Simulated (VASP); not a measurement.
# Ni (Fm-3m) in VASP: relaxation of cell and atoms with PBE+D3(BJ)

Aim: the relaxation of cell and atoms of Ni with PBE+D3(BJ).

All numbers are computed with VASP 6.6.1; they aren't measurements. Logs are shortened: lines on timing, memory, paths and dates and some standing lists are left out, and cuts for length are marked.

**1. The cell of the first run**

The structure is cubic, space group Fm-3m (No. 225). The conventional cell has a = 3.524 Å, b = 3.524 Å, c = 3.524 Å, α = 90.00°, β = 90.00°, γ = 90.00°. Ni (site symmetry m-3m) has 12 Ni at 2.49 Å within 3.3 Å.

**2. Relaxation of cell and atoms, PBE+D3(BJ), collinear spin, ferromagnetic start**

The input, INCAR:

```
PREC = Accurate
ENCUT = 600
EDIFF = 1E-6
ISMEAR = 0
SIGMA = 0.1
LREAL = False
LASPH = True
NELM = 150
ALGO = Fast
ISIF = 3
LWAVE = False
LCHARG = False
ISPIN = 2
MAGMOM = 0.81
LORBIT = 11
LMAXMIX = 4
GGA = PE
IVDW = 12
IBRION = 2
NSW = 100
EDIFFG = -0.005
```

The input, KPOINTS:

```
Automatic mesh
0
Gamma
  20 20 20
```

The input, POSCAR:

```
Ni
1.0
    0.0000000000      1.7619350000      1.7619350000
    1.7619350000      0.0000000000      1.7619350000
    1.7619350000      1.7619350000      0.0000000000
Ni
1
Direct
    0.0000000000      0.0000000000      0.0000000000
```

Potentials or basis: VASP PAW PBE potentials, release 64 (Ni).

Run with:

```sh
> cat potpaw_PBE.64/Ni/POTCAR > POTCAR
> mpirun -np 1 vasp_std > vasp.out
```

OUTCAR:

```text
PREC = Accurate
   ENCUT = 600
   EDIFF = 1E-6
   ISMEAR = 0
   LREAL = False
   LASPH = True
   NELM = 150
   ISIF = 3
   ISPIN = 2
   LORBIT = 11
   GGA = PE
   IVDW = 12
   IBRION = 2
   NSW = 100
   EDIFFG = -0.005
 IVDW          = 12

 ion  position               nearest neighbor table
   1  0.000  0.000  0.000-

  LATTYP: Found a face centered cubic cell.
 ALAT       =     3.5238700000

  Lattice vectors:

 A1 = (   0.0000000000,   1.7619350000,   1.7619350000)
 A2 = (   1.7619350000,   0.0000000000,   1.7619350000)
 A3 = (   1.7619350000,   1.7619350000,   0.0000000000)

Analysis of symmetry for initial positions (statically):
=====================================================================
 Subroutine PRICEL returns:
 Original cell was already a primitive cell.

 Routine SETGRP: Setting up the symmetry group for a
 face centered cubic supercell.

 Subroutine GETGRP returns: Found 48 space group operations
 (whereof 48 operations were pure point group operations)
 out of a pool of 48 trial point group operations.

The static configuration has the point symmetry O_h .

Analysis of symmetry for dynamics (positions and initial velocities):
=====================================================================
 Subroutine PRICEL returns:
 Original cell was already a primitive cell.

 Routine SETGRP: Setting up the symmetry group for a
 face centered cubic supercell.

 Subroutine GETGRP returns: Found 48 space group operations
 (whereof 48 operations were pure point group operations)
 out of a pool of 48 trial point group operations.

The dynamic configuration has the point symmetry O_h .

Analysis of structural, dynamic, and magnetic symmetry:
=====================================================================
 Subroutine PRICEL returns:
 Original cell was already a primitive cell.

 Routine SETGRP: Setting up the symmetry group for a
 face centered cubic supercell.

 Subroutine GETGRP returns: Found 48 space group operations
 (whereof 48 operations were pure point group operations)
 out of a pool of 48 trial point group operations.

The overall configuration has the point symmetry O_h .

 Subroutine INISYM returns: Found 48 space group operations
 (whereof 48 operations are pure point group operations),
 and found     1 'primitive' translations

----------------------------------------------------------------------------------------

                                     Primitive cell

  volume of cell :      10.9396

  direct lattice vectors                    reciprocal lattice vectors
     0.000000000  1.761935000  1.761935000    -0.283778914  0.283778914  0.283778914
     1.761935000  0.000000000  1.761935000     0.283778914 -0.283778914  0.283778914
     1.761935000  1.761935000  0.000000000     0.283778914  0.283778914 -0.283778914

  length of vectors
     2.491752373  2.491752373  2.491752373     0.491519496  0.491519496  0.491519496

  position of ions in fractional coordinates (direct lattice)
     0.000000000  0.000000000  0.000000000

  ion indices of the primitive-cell ions
   primitive index   ion index
                 1           1

----------------------------------------------------------------------------------------

 KPOINTS: Automatic mesh

Automatic generation of k-mesh.
 Grid dimensions read from file:
 generate k-points for:   20   20   20

 Generating k-lattice:

  Cartesian coordinates                     Fractional coordinates (reciprocal lattice)
    -0.014188946  0.014188946  0.014188946     0.050000000  0.000000000  0.000000000
     0.014188946 -0.014188946  0.014188946     0.000000000  0.050000000  0.000000000
     0.014188946  0.014188946 -0.014188946     0.000000000  0.000000000  0.050000000

  Length of vectors
     0.024575975  0.024575975  0.024575975

  Shift w.r.t. Gamma in fractional coordinates (k-lattice)
     0.000000000  0.000000000  0.000000000

 Subroutine IBZKPT returns following result:
 ===========================================

 Found    256 irreducible k-points:

 Following reciprocal coordinates:
            Coordinates               Weight
  0.000000  0.000000  0.000000      1.000000
  0.050000  0.000000  0.000000      8.000000
  0.100000  0.000000  0.000000      8.000000
  0.150000  0.000000  0.000000      8.000000
  0.200000  0.000000  0.000000      8.000000
  0.250000  0.000000  0.000000      8.000000
[... 16 lines left out ...]
 -0.400000  0.050000  0.000000     24.000000
 -0.350000  0.050000  0.000000     24.000000
 [... further k-points ...]
   k-points           NKPTS =    256   k-points in BZ     NKDIM =    256   number of bands    NBANDS=      9
   number of dos      NEDOS =    301   number of ions     NIONS =      1
   total plane-waves  NPLWV =   8000
   dimension x,y,z NGX =    20 NGY =   20 NGZ =   20
   dimension x,y,z NGXF=    40 NGYF=   40 NGZF=   40
   ions per type =               1
   NGX,Y,Z   is equivalent  to a cutoff of  13.34, 13.34, 13.34 a.u.
   NGXF,Y,Z  is equivalent  to a cutoff of  26.69, 26.69, 26.69 a.u.
 SYSTEM =  unknown system
   PREC   = accura    normal or accurate (medium, high low for compatibility)
   ISTART =      0    job   : 0-new  1-cont  2-samecut
   ICHARG =      2    charge: 1-file 2-atom 10-const
   ISPIN  =      2    spin polarized calculation?
   LNONCOLLINEAR =      F non collinear calculations
   LSORBIT =      F    spin-orbit coupling
   LASPH  =      T    aspherical Exc in radial PAW
   ENCUT  =  600.0 eV  44.10 Ry    6.64 a.u.   4.98  4.98  4.98*2*pi/ulx,y,z
   NELM   =    150;   NELMIN=  2; NELMDL= -5     # of ELM steps
   EDIFF  = 0.1E-05   stopping-criterion for ELM
   LREAL  =      F    real-space projection
   EDIFFG = -.5E-02   stopping-criterion for IOM
   NSW    =    100    number of steps for IOM
   IBRION =      2    ionic relax: 0-MD 1-quasi-New 2-CG
   NFREE  =      1    steps in history (QN), initial steepest desc. (CG)
   ISIF   =      3    stress and relaxation
   ISYM   =      2    0-nonsym 1-usesym 2-fastsym
   POTIM  = 0.5000    time-step for ionic-motion
   TEBEG  =    0.0;   TEEND  =   0.0 temperature during run
   PSTRESS=    0.0 pullay stress
   NELECT =      10.0000    total number of electrons
   NUPDOWN=      -1.0000    fix difference up-down
   EMIN   =  10.00;   EMAX   =-10.00  energy-range for DOS
   EFERMI =   0.00;   METHOD = LEGACY
   ISMEAR =     0;   SIGMA  =   0.10  broadening in eV -4-tet -1-fermi 0-gaus
   EFERMI_NEDOS =   21; number of points for ismear=-14 and -15
   IALGO  =     68    algorithm
   IMIX   =      4    mixing-type and parameters
     AMIX     =   0.40;   BMIX     =  1.00
     AMIX_MAG =   1.60;   BMIX_MAG =  1.00
  volume/ion in A,a.u.               =      10.94        73.82
  Fermi-wavevector in a.u.,A,eV,Ry     =   1.588821  3.002436 34.345893  2.524352
  Thomas-Fermi vector in A             =   2.687765
   LORBIT       =     11    0 simple, 1 ext, 2 COOP (PROOUT), +10 PAW based schemes
   GGA     = PE    functional components
   LHFCALC =     F    Hartree Fock is set to
   AEXX    =    0.0000 exact exchange contribution
   IVDW    =    12    specifies the selected vdW correction
   LEPSILON=     F    determine dielectric tensor
   LRPA    =     F    only Hartree local field effects (RPA)
 conjugate gradient relaxation of ions
 spin polarized calculation
 RMM-DIIS sequential band-by-band and
 Gauss-broadening in eV      SIGMA  =   0.10
  energy-cutoff  :      600.00
  volume of cell :       10.94
 maximum number of plane-waves:       380
   NGX =  9   NGY =  9   NGZ =  9

--------------------------------------- Ionic step        1  -------------------------------------------

 number of electron      10.0000010 magnetization       0.6287977

 Free energy of the ion-electron system (eV)
  ---------------------------------------------------
  ext. energy  EPLUGINS =         0.00000000
  ---------------------------------------------------
  free energy    TOTEN  =        -5.47468710 eV

  energy without entropy =       -5.46586677  energy(sigma->0) =       -5.47027693

------------------------ aborting loop because EDIFF is reached ----------------------------------------

 Edisp (eV)   -0.46023

 E8    (eV) :    -0.1989

  FORCE on cell =-STRESS in cart. coord.  units (eV):
  Direction    XX          YY          ZZ          XY          YZ          ZX
  --------------------------------------------------------------------------------------
  -------------------------------------------------------------------------------------
  Total      -0.54367    -0.54367    -0.54367     0.00000     0.00000     0.00000
  in kB     -79.62459   -79.62459   -79.62459     0.00000     0.00000     0.00000
  external pressure =      -79.62 kB  Pullay stress =        0.00 kB
[... 20 lines left out ...]
  energy  without entropy=       -5.9260992852  energy(sigma->0) =       -5.93050945

--------------------------------------- Ionic step        2  -------------------------------------------

 number of electron       9.9999992 magnetization       0.6173498

 E-fermi :  10.4695     XC(G=0): -13.6998

 val. band max:       10.4681133616   @ k =   0.4500   0.1500   0.0500
 cond. band min:      10.4699751850   @ k =  -0.2500   0.1000   0.0000
 fundamental gap:      0.0018618234
 Fermi energy:        10.4694749196

 spin component 1

 k-point     1 :       0.0000    0.0000    0.0000
  band No.  band energies     occupation
      1       0.9297      1.00000
      2       7.8397      1.00000
      3       7.8397      1.00000
      4       7.8397      1.00000
      5       9.1428      1.00000
      6       9.1428      1.00000
      7      34.8211      0.00000
      8      39.2701      0.00000
      9      39.2701      0.00000
[... 760 lines left out ...]
  energy  without entropy=       -5.9376078500  energy(sigma->0) =       -5.94181233

--------------------------------------- Ionic step        7  -------------------------------------------

 number of electron      10.0000000 magnetization       0.6230822

 Free energy of the ion-electron system (eV)
  ---------------------------------------------------
  ext. energy  EPLUGINS =         0.00000000
  ---------------------------------------------------
  free energy    TOTEN  =        -5.46635111 eV

  energy without entropy =       -5.45794360  energy(sigma->0) =       -5.46214736

 E-fermi :   9.8806     XC(G=0): -13.4631

 val. band max:        9.8789134095   @ k =   0.4000   0.0000   0.0000
 cond. band min:       9.8816390989   @ k =  -0.2500   0.1000   0.0000
 fundamental gap:      0.0027256894
 Fermi energy:         9.8805735223

 spin component 1

 k-point     1 :       0.0000    0.0000    0.0000
  band No.  band energies     occupation
      1       0.6235      1.00000
      2       7.3545      1.00000
      3       7.3545      1.00000
      4       7.3545      1.00000
      5       8.5899      1.00000
      6       8.5899      1.00000
      7      33.9004      0.00000
      8      38.0359      0.00000
      9      38.0359      0.00000
[... 600 lines left out ...]
  FREE ENERGIE OF THE ION-ELECTRON SYSTEM (eV)
  ---------------------------------------------------
  free  energy   TOTEN  =        -5.9460166481 eV

  energy  without entropy=       -5.9376091376  energy(sigma->0) =       -5.94181289

 reached required accuracy - stopping structural energy minimisation

 total charge

# of ion       s       p       d       tot
------------------------------------------
    1        0.513   0.530   8.331   9.374

 magnetization (x)

# of ion       s       p       d       tot
------------------------------------------
    1       -0.006  -0.025   0.664   0.632
```

Run time: 4.9 min. Hardware: 1 thread of Intel Xeon 8259CL, shared host; peak memory 0.2 GiB.

What came out:

```yaml
Free_energy: -5.9460 eV
Relaxed_volume: 10.51 Å³/atom
Relaxed_cell: a = 2.458 Å, b = 2.458 Å, c = 2.458 Å, α = 60.00°, β = 60.00°, γ = 60.00°
Space_group_after_relaxing_to_0.1_Å: Fm-3m (No. 225)
Energy_gained_by_relaxing: 11.1 meV/atom
Ionic_steps: 7
Pressure_after_relaxing: 0.0 GPa
Net_moment: 0.62 μB per cell
Site_moments: Ni +0.63 μB
Valence_electrons_inside_the_program's_atomic_spheres: Ni 9.37
Dispersion_energy_per_atom: -0.480 eV
```

The path:
```tsv
step	energy change (eV)	largest force (eV/Å)	pressure (GPa)	volume (Å³)
1	0.0000	0.0000	-7.96	10.94
2	0.0004	0.0000	9.52	10.10
3	-0.0111	0.0000	-0.10	10.51
4	-0.0111	0.0000	0.29	10.50
5	-0.0111	0.0000	-0.34	10.53
6	-0.0111	0.0000	-0.08	10.51
7	-0.0111	0.0000	-0.03	10.51
```

Final structure:
```
Ni
1.0
     0.00000    1.73836    1.73836
     1.73836    0.00000    1.73836
     1.73836    1.73836    0.00000
Ni
1
Direct
  0.00000 0.00000 0.00000
```

Levels at points of the mesh, in eV from the Fermi level:
Spin up:
```
           k point  band 1  band 2  band 3  band 4  band 5  band 6  band 7  band 8  band 9
(0.00, 0.00, 0.00)   -9.26   -2.53   -2.53   -2.53   -1.29   -1.29   24.02   28.16   28.16
(0.50, 0.00, 0.00)   -5.03   -2.51   -2.51   -0.60   -0.60   -0.36    5.91   22.49   25.29
(0.50, 0.50, 0.00)   -4.86   -4.38   -0.54   -0.46   -0.46    2.47    9.53   15.15   15.15
```
Spin down:
```tsv
k point	band 2	band 3	band 4	band 5	band 6	band 7	band 8	band 9
(0.00, 0.00, 0.00)	-1.78	-1.78	-1.78	-0.71	-0.71	23.86	28.13	28.13
(0.50, 0.00, 0.00)	-1.90	-1.90	-0.42	0.16	0.16	6.34	22.35	25.38
(0.50, 0.50, 0.00)	-3.77	0.07	0.40	0.40	2.43	9.78	15.16	15.16
```
